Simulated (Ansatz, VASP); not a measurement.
## Two plane-wave programs on CdTe

The input INCAR:

```
ALGO = Normal
DIPOL = 0.5 0.5 0.500
EDIFF = 1E-6
ENCUT = 400
GGA = PS
GGA_COMPAT = F
IDIPOL = 3
ISIF = 2
ISMEAR = 0
LASPH = T
LCHARG = F
LDIPOL = T
LREAL = F
LWAVE = F
NBANDS = 86
NELM = 120
NELMDL = -8
PREC = Accurate
SIGMA = 0.05
```

Contents of KPOINTS:

```
k-points
0
Gamma
  5 4 1
```

File POSCAR:

```
CdTe
1.0
    6.4893430549      0.0000000000      0.0000000000
   -3.2446715275      7.2553061001      0.0000000000
    0.0000000000      0.0000000000     25.8829591501
Te Cd
8 8
Direct
    0.1000000000      0.7000000000      0.2897659405
    0.8000000000      0.1000000000      0.3458283563
    0.5000000000      0.5000000000      0.4018907722
    0.2000000000      0.9000000000      0.4579531881
    0.9000000000      0.3000000000      0.5140156040
    0.6000000000      0.7000000000      0.5700780198
    0.3000000000      0.1000000000      0.6261404357
    0.0000000000      0.5000000000      0.6822028516
    0.7000000000      0.4000000000      0.3177971484
    0.4000000000      0.8000000000      0.3738595643
    0.1000000000      0.2000000000      0.4299219802
    0.8000000000      0.6000000000      0.4859843960
    0.5000000000      0.0000000000      0.5420468119
    0.2000000000      0.4000000000      0.5981092278
    0.9000000000      0.8000000000      0.6541716437
    0.6000000000      0.2000000000      0.7102340595
```

Input for Ansatz:

```yaml
crystal:
  lattice:
    - [6.4893430549, 0.0, 0.0]
    - [-3.2446715275, 7.2553061001, 0.0]
    - [0.0, 0.0, 25.8829591501]
  atoms:
    - { symbol: Te, position: [0.1, 0.7, 0.2897659405] }
    - { symbol: Cd, position: [0.7, 0.4, 0.3177971484] }
    - { symbol: Te, position: [0.8, 0.1, 0.3458283563] }
    - { symbol: Cd, position: [0.4, 0.8, 0.3738595643] }
    - { symbol: Te, position: [0.5, 0.5, 0.4018907722] }
    - { symbol: Cd, position: [0.1, 0.2, 0.4299219802] }
    - { symbol: Te, position: [0.2, 0.9, 0.4579531881] }
    - { symbol: Cd, position: [0.8, 0.6, 0.485984396] }
    - { symbol: Te, position: [0.9, 0.3, 0.514015604] }
    - { symbol: Cd, position: [0.5, 0.0, 0.5420468119] }
    - { symbol: Te, position: [0.6, 0.7, 0.5700780198] }
    - { symbol: Cd, position: [0.2, 0.4, 0.5981092278] }
    - { symbol: Te, position: [0.3, 0.1, 0.6261404357] }
    - { symbol: Cd, position: [0.9, 0.8, 0.6541716437] }
    - { symbol: Te, position: [0.0, 0.5, 0.6822028516] }
    - { symbol: Cd, position: [0.6, 0.2, 0.7102340595] }
basis:
  ecutwfc: 420
kpoints:
  mp_grid: { grid: [5, 4, 1] }
hamiltonian:
  xc: pbesol
scf:
  occupations: { method: gaussian, width: 0.05 }
output:
  forces: true
  stress: true
  eigenvalues: true
  write_density: true
  write_potential: true
  elf: true
  volumetric_format: npy
efield:
  axis: 3
  dipole_correction: true
  ramp_width: 0.04
```

Alike in both runs: task single point; functional PBEsol; k mesh 5 × 4 × 1; occupations gaussian, width 0.05 eV; no spin polarisation.

|  | VASP | Ansatz |
| --- | --- | --- |
| version | VASP 6.6.1 | Ansatz 0.2.0 |
| potentials or method | VASP PAW PBE potentials, release 64 (Te, Cd), cutoff 400 eV | scalar-relativistic, plane waves, PAW |
| valence electrons in the cell | 144 | 288 |

Ansatz gave:

```
rms of the force components (eV/Å) : 0.300
```

Task: What did VASP give for the same quantities?

Result: rms of the force components (eV/Å): 0.298.

VASP's potentials were made for PBE, not for PBEsol. With one functional, cell and mesh, what is left measures potentials, basis and numerics. VASP's potentials hold 144 valence electrons a cell and Ansatz's 288, so a difference there can come from the potentials and not from the codes. Ansatz's warnings: xc potential rough in thin density.

Neither program's run includes spin-orbit coupling.
